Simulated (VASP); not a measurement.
# Sr3MoP4 (Pm) in VASP: single point with PBEsol

Aim: the single point of Sr3MoP4 with PBEsol.

Everything below comes from runs of VASP 6.6.1. Logs are shortened: lines on timing, memory, paths and dates and some standing lists are left out, and cuts for length are marked.

### Step 1. The cell of the first run

Symmetry: Pm, No. 6, monoclinic system. Conventional cell: a = 5.959 Å, b = 4.390 Å, c = 9.231 Å, α = 90.00°, β = 90.74°, γ = 90.00°. Within 3.9 Å of Sr (site symmetry m) lie 5 P at 2.97 to 3.79 Å. Sr (site symmetry m) has 5 P at 2.83 to 3.13 Å and 2 Mo at 3.84 Å within 3.9 Å. Within 3.8 Å of Sr (site symmetry m) lie 5 P at 2.82 to 3.03 Å and 1 Mo at 3.80 Å. Within 2.9 Å of Mo (site symmetry m) lie 4 P at 2.21 to 2.45 Å. P (site symmetry m) has 1 Mo at 2.21 Å and 3 Sr at 2.82 to 2.83 Å within 2.9 Å. P (site symmetry m) has 5 Sr at 2.84 to 2.99 Å within 3.7 Å. Within 3.2 Å of P (site symmetry m) lie 2 Mo at 2.45 Å and 2 Sr at 3.06 to 3.13 Å. Within 3.2 Å of P (site symmetry m) lie 1 Mo at 2.24 Å and 4 Sr at 3.01 to 3.14 Å.

### Step 2. Single point, PBEsol

INCAR

```
ALGO = Normal
EDIFF = 1E-6
ENCUT = 520
GGA = PS
ISIF = 2
ISMEAR = -1
LASPH = True
LCHARG = False
LREAL = False
LWAVE = False
NBANDS = 42
NELM = 80
PREC = Accurate
SIGMA = 0.03
```

KPOINTS

```
k-points
0
Gamma
  4 4 4
```

POSCAR

```
Sr3MoP4
1.0
    5.9586894908      0.0000000000      0.0469420640
    0.0000000000      4.3900114998      0.0000000000
    0.0464526943      0.0000000000      9.2312124736
Sr Mo P
3 1 4
Direct
    0.5555381755      0.5000000000      0.1661904713
    0.0623868517      0.5000000000      0.8476202712
    0.0565538363      0.0000000000      0.3567081769
    0.4975590270      0.0000000000      0.6498167516
    0.1264303026      0.0000000000      0.6586486419
    0.0568154030      0.5000000000      0.1553762401
    0.5706701255      0.5000000000      0.7561158252
    0.5576452783      0.0000000000      0.4095246218
```

Potentials or basis: VASP PAW PBE potentials, release 64 (Sr_sv, Mo_sv, P).

The run is started by

```sh
$ cat potpaw_PBE.64/Sr_sv/POTCAR potpaw_PBE.64/Mo_sv/POTCAR potpaw_PBE.64/P/POTCAR > POTCAR
$ mpirun -np 1 vasp_std > vasp.out
```

OUTCAR:

```text
EDIFF = 1E-6
   ENCUT = 520
   GGA = PS
   ISIF = 2
   ISMEAR = -1
   LASPH = True
   LREAL = False
   NELM = 80
   PREC = Accurate

 ion  position               nearest neighbor table
   1  0.556  0.500  0.166-   6 2.97   6 2.99   8 3.14   8 3.14   7 3.79   3 4.08   3 4.08   3 4.12
                             3 4.12   2 4.18   2 4.19
   2  0.062  0.500  0.848-   5 2.83   5 2.83   6 2.84   7 3.06   7 3.13   4 3.84   4 3.84   1 4.18
                             1 4.19   3 5.04   3 5.04
   3  0.057  0.000  0.357-   5 2.82   6 2.88   6 2.88   8 3.01   8 3.03   4 3.80   1 4.08   1 4.08
                             1 4.12   1 4.12   4 4.26   2 5.04   2 5.04
   4  0.498  0.000  0.650-   5 2.21   8 2.24   7 2.45   7 2.45   3 3.80   2 3.84   2 3.84   3 4.26

   5  0.126  0.000  0.659-   4 2.21   3 2.82   2 2.83   2 2.83
   6  0.057  0.500  0.155-   2 2.84   3 2.88   3 2.88   1 2.97   1 2.99
   7  0.571  0.500  0.756-   4 2.45   4 2.45   2 3.06   2 3.13   1 3.79
   8  0.558  0.000  0.410-   4 2.24   3 3.01   3 3.03   1 3.14   1 3.14

  LATTYP: Found a simple monoclinic cell.
 ALAT       =     5.9588743908
 B/A-ratio  =     0.7367182478
 C/A-ratio  =     1.5491733414
 COS(beta)  =    -0.0129094870

  Lattice vectors:

 A1 = (   5.9586894908,   0.0000000000,   0.0469420640)
 A2 = (   0.0000000000,  -4.3900114998,   0.0000000000)
 A3 = (  -0.0464526943,   0.0000000000,  -9.2312124736)

Analysis of symmetry for initial positions (statically):
=====================================================================
 Subroutine PRICEL returns:
 Original cell was already a primitive cell.

 Routine SETGRP: Setting up the symmetry group for a
 simple monoclinic supercell.

 Subroutine GETGRP returns: Found  2 space group operations
 (whereof  2 operations were pure point group operations)
 out of a pool of  4 trial point group operations.

The static configuration has the point symmetry C_1h.

Analysis of symmetry for dynamics (positions and initial velocities):
=====================================================================
 Subroutine PRICEL returns:
 Original cell was already a primitive cell.

 Routine SETGRP: Setting up the symmetry group for a
 simple monoclinic supercell.

 Subroutine GETGRP returns: Found  2 space group operations
 (whereof  2 operations were pure point group operations)
 out of a pool of  4 trial point group operations.

The dynamic configuration has the point symmetry C_1h.

 Subroutine INISYM returns: Found  2 space group operations
 (whereof  2 operations are pure point group operations),
 and found     1 'primitive' translations

----------------------------------------------------------------------------------------

                                     Primitive cell

  volume of cell :     241.4671

  direct lattice vectors                    reciprocal lattice vectors
     5.958689491  0.000000000  0.046942064     0.167828790  0.000000000 -0.000844537
     0.000000000  4.390011500  0.000000000     0.000000000  0.227789836  0.000000000
     0.046452694  0.000000000  9.231212474    -0.000853434  0.000000000  0.108332426

  length of vectors
     5.958874391  4.390011500  9.231329351     0.167830914  0.227789836  0.108335788

  position of ions in fractional coordinates (direct lattice)
     0.555538175  0.500000000  0.166190471
     0.062386852  0.500000000  0.847620271
     0.056553836  0.000000000  0.356708177
     0.497559027  0.000000000  0.649816752
     0.126430303  0.000000000  0.658648642
     0.056815403  0.500000000  0.155376240
     0.570670126  0.500000000  0.756115825
     0.557645278  0.000000000  0.409524622

  ion indices of the primitive-cell ions
   primitive index   ion index
                 1           1
                 2           2
                 3           3
                 4           4
                 5           5
                 6           6
                 7           7
                 8           8

----------------------------------------------------------------------------------------

 KPOINTS: k-points

Automatic generation of k-mesh.
 Grid dimensions read from file:
 generate k-points for:    4    4    4

 Generating k-lattice:

  Cartesian coordinates                     Fractional coordinates (reciprocal lattice)
     0.041957197  0.000000000 -0.000211134     0.250000000  0.000000000  0.000000000
     0.000000000  0.056947459  0.000000000     0.000000000  0.250000000  0.000000000
    -0.000213358  0.000000000  0.027083107     0.000000000  0.000000000  0.250000000

  Length of vectors
     0.041957729  0.056947459  0.027083947

  Shift w.r.t. Gamma in fractional coordinates (k-lattice)
     0.000000000  0.000000000  0.000000000

 Subroutine IBZKPT returns following result:
 ===========================================

 Found     30 irreducible k-points:

 Following reciprocal coordinates:
            Coordinates               Weight
  0.000000  0.000000  0.000000      1.000000
  0.250000  0.000000  0.000000      2.000000
  0.500000  0.000000  0.000000      1.000000
  0.000000  0.250000  0.000000      2.000000
  0.250000  0.250000  0.000000      4.000000
  0.500000  0.250000  0.000000      2.000000
[... 16 lines left out ...]
  0.250000  0.000000  0.500000      2.000000
  0.500000  0.000000  0.500000      1.000000
 [... further k-points ...]
   k-points           NKPTS =     30   k-points in BZ     NKDIM =     30   number of bands    NBANDS=     42
   number of dos      NEDOS =    301   number of ions     NIONS =      8
   total plane-waves  NPLWV = 120960
   dimension x,y,z NGX =    48 NGY =   36 NGZ =   70
   dimension x,y,z NGXF=    96 NGYF=   72 NGZF=  140
   ions per type =               3   1   4
   NGX,Y,Z   is equivalent  to a cutoff of  13.39, 13.63, 12.61 a.u.
   NGXF,Y,Z  is equivalent  to a cutoff of  26.78, 27.27, 25.21 a.u.
 SYSTEM =  unknown system
   PREC   = accura    normal or accurate (medium, high low for compatibility)
   ISTART =      0    job   : 0-new  1-cont  2-samecut
   ICHARG =      2    charge: 1-file 2-atom 10-const
   ISPIN  =      1    spin polarized calculation?
   LNONCOLLINEAR =      F non collinear calculations
   LSORBIT =      F    spin-orbit coupling
   LASPH  =      T    aspherical Exc in radial PAW
   ENCUT  =  520.0 eV  38.22 Ry    6.18 a.u.  11.08  8.16 17.16*2*pi/ulx,y,z
   NELM   =     80;   NELMIN=  2; NELMDL= -5     # of ELM steps
   EDIFF  = 0.1E-05   stopping-criterion for ELM
   LREAL  =      F    real-space projection
   EDIFFG = 0.1E-04   stopping-criterion for IOM
   NSW    =      0    number of steps for IOM
   IBRION =     -1    ionic relax: 0-MD 1-quasi-New 2-CG
   NFREE  =      0    steps in history (QN), initial steepest desc. (CG)
   ISIF   =      2    stress and relaxation
   ISYM   =      2    0-nonsym 1-usesym 2-fastsym
   POTIM  = 0.5000    time-step for ionic-motion
   TEBEG  =    0.0;   TEEND  =   0.0 temperature during run
   PSTRESS=    0.0 pullay stress
   NELECT =      64.0000    total number of electrons
   NUPDOWN=      -1.0000    fix difference up-down
   EMIN   =  10.00;   EMAX   =-10.00  energy-range for DOS
   EFERMI =   0.00;   METHOD = LEGACY
   ISMEAR =    -1;   SIGMA  =   0.03  broadening in eV -4-tet -1-fermi 0-gaus
   EFERMI_NEDOS =   21; number of points for ismear=-14 and -15
   IALGO  =     38    algorithm
   IMIX   =      4    mixing-type and parameters
     AMIX     =   0.40;   BMIX     =  1.00
     AMIX_MAG =   1.60;   BMIX_MAG =  1.00
  volume/ion in A,a.u.               =      30.18       203.69
  Fermi-wavevector in a.u.,A,eV,Ry     =   1.051596  1.987228 15.046053  1.105854
  Thomas-Fermi vector in A             =   2.186645
   LORBIT       =      0    0 simple, 1 ext, 2 COOP (PROOUT), +10 PAW based schemes
   GGA     = PS    functional components
   LHFCALC =     F    Hartree Fock is set to
   AEXX    =    0.0000 exact exchange contribution
   IVDW    =     0    specifies the selected vdW correction
   LEPSILON=     F    determine dielectric tensor
   LRPA    =     F    only Hartree local field effects (RPA)
 non-spin polarized calculation
  energy-cutoff  :      520.00
  volume of cell :      241.47
 maximum number of plane-waves:      6530
 NGX is ok and might be reduce to    48
   NGX = 23   NGY = 17   NGZ = 35

 number of electron      64.0000002 magnetization

 Free energy of the ion-electron system (eV)
  ---------------------------------------------------
  ext. energy  EPLUGINS =         0.00000000
  ---------------------------------------------------
  free energy    TOTEN  =       -44.40978360 eV

  energy without entropy =      -44.40187615  energy(sigma->0) =      -44.40582987

 E-fermi :   2.5730     XC(G=0):  -8.6341

 val. band max:        2.5702279036   @ k =   0.0000   0.0000   0.0000
 cond. band min:       2.5903903197   @ k =   0.0000   0.0000   0.2500
 fundamental gap:      0.0201624161
 Fermi energy:         2.5729641502

 k-point     1 :       0.0000    0.0000    0.0000
  band No.  band energies     occupation
      1     -58.5335      2.00000
      2     -32.7570      2.00000
      3     -32.6732      2.00000
      4     -32.6220      2.00000
      5     -32.5310      2.00000
      6     -31.7437      2.00000
[... 34 lines left out ...]
     41       5.9979      0.00000
     42       6.8523      0.00000

 k-point     2 :       0.2500    0.0000    0.0000
  band No.  band energies     occupation
      1     -58.5335      2.00000
      2     -32.7570      2.00000
      3     -32.6733      2.00000
      4     -32.6220      2.00000
      5     -32.5309      2.00000
      6     -31.7436      2.00000
[... 34 lines left out ...]
     41       6.5936      0.00000
     42       6.8427      0.00000

 k-point     3 :       0.5000    0.0000    0.0000
  band No.  band energies     occupation
      1     -58.5335      2.00000
      2     -32.7570      2.00000
      3     -32.6734      2.00000
      4     -32.6220      2.00000
      5     -32.5308      2.00000
      6     -31.7436      2.00000
[... 897 lines left out ...]
      4     -32.6220      2.00000
      5     -32.5309      2.00000
      6     -31.7436      2.00000
[... 34 lines left out ...]
     41       6.4368      0.00000
     42       6.6064      0.00000

 k-point    24 :       0.5000    0.0000    0.5000
  band No.  band energies     occupation
      1     -58.5335      2.00000
      2     -32.7570      2.00000
      3     -32.6734      2.00000
      4     -32.6220      2.00000
      5     -32.5308      2.00000
      6     -31.7436      2.00000
[... 34 lines left out ...]
     41       6.5886      0.00000
     42       7.0299      0.00000

 [... further k-points ...]

------------------------ aborting loop because EDIFF is reached ----------------------------------------

  FORCE on cell =-STRESS in cart. coord.  units (eV):
  Direction    XX          YY          ZZ          XY          YZ          ZX
  --------------------------------------------------------------------------------------
  -------------------------------------------------------------------------------------
  Total        0.2342807      0.1881803      0.2447352      0.0000000      0.0000000      0.0043306
  in kB        1.5544941      1.2486097      1.6238616      0.0000000      0.0000000      0.0287344
  external PRESSURE =       1.4756551 kB  Pullay stress =       0.0000000 kB

 VOLUME and BASIS-vectors are now :
 -----------------------------------------------------------------------------
  energy-cutoff  :      520.00
  volume of cell :      241.47
      direct lattice vectors                 reciprocal lattice vectors
     5.958689491  0.000000000  0.046942064     0.167828790  0.000000000 -0.000844537
     0.000000000  4.390011500  0.000000000     0.000000000  0.227789836  0.000000000
     0.046452694  0.000000000  9.231212474    -0.000853434  0.000000000  0.108332426

 POSITION                                       TOTAL-FORCE (eV/Angst)
 -----------------------------------------------------------------------------------
      3.31800      2.19501      1.56022        -0.000354      0.000000     -0.005449
      0.41112      2.19501      7.82749        -0.004763      0.000000      0.007940
      0.35356      0.00000      3.29550        -0.002949      0.000000      0.000342
      2.99499      0.00000      6.02195         0.013699      0.000000      0.004906
      0.78395      0.00000      6.08606        -0.005702      0.000000     -0.006396
      0.34576      2.19501      1.43698        -0.000114      0.000000     -0.004005
      3.43557      2.19501      7.00665         0.001030      0.000000      0.003955
      3.34186      0.00000      3.80659        -0.000846      0.000000     -0.001292
 -----------------------------------------------------------------------------------
    total drift:                                0.000161     -0.000000      0.000489

  FREE ENERGIE OF THE ION-ELECTRON SYSTEM (eV)
  ---------------------------------------------------
  free  energy   TOTEN  =       -44.4097835986 eV

  energy  without entropy=      -44.4018761484  energy(sigma->0) =      -44.40582987
```

Run time: 11 min. Hardware: 1 thread of Intel Xeon 8259CL, shared host; peak memory 0.51 GiB.

Results:

- Free energy: -44.4098 eV
- Pressure: 0.1 GPa
- Largest force: 0.015 eV/Å
- Band gap on the k mesh: zero (bands 32 and 33 overlap by 0.13 eV)

Forces in eV/Å, atoms in the order of the input:
```
Sr   0.000  0.000 -0.005
Sr  -0.005  0.000  0.008
Sr  -0.003  0.000  0.000
Mo   0.014  0.000  0.005
P   -0.006  0.000 -0.006
P    0.000  0.000 -0.004
P    0.001  0.000  0.004
P   -0.001  0.000 -0.001
```

Levels at points of the mesh, in eV from the Fermi level:
```tsv
k point	band 30	band 31	band 32	band 33	band 34	band 35
(0.00, 0.00, 0.00)	-0.77	-0.51	0.00	0.92	1.00	1.59
(0.50, 0.00, 0.00)	-0.97	-0.88	-0.13	0.87	1.10	1.63
(0.00, 0.50, 0.00)	-0.97	-0.30	-0.10	-0.09	0.55	1.12
(0.50, 0.50, 0.00)	-0.78	-0.68	-0.52	0.13	0.67	1.22
(0.00, 0.00, 0.50)	-0.79	-0.48	0.04	0.74	0.89	1.45
(0.50, 0.00, 0.50)	-0.99	-0.84	-0.14	0.71	1.04	1.54
(0.00, 0.50, 0.50)	-0.90	-0.35	-0.26	-0.02	0.59	0.91
(0.50, 0.50, 0.50)	-0.83	-0.65	-0.55	0.17	0.61	1.22
```

Caveat: the PAW data sets were made with another functional, which shifts forces and pressure a little.

The gap in the log of VASP goes by the Fermi energy; the results here count the filled bands.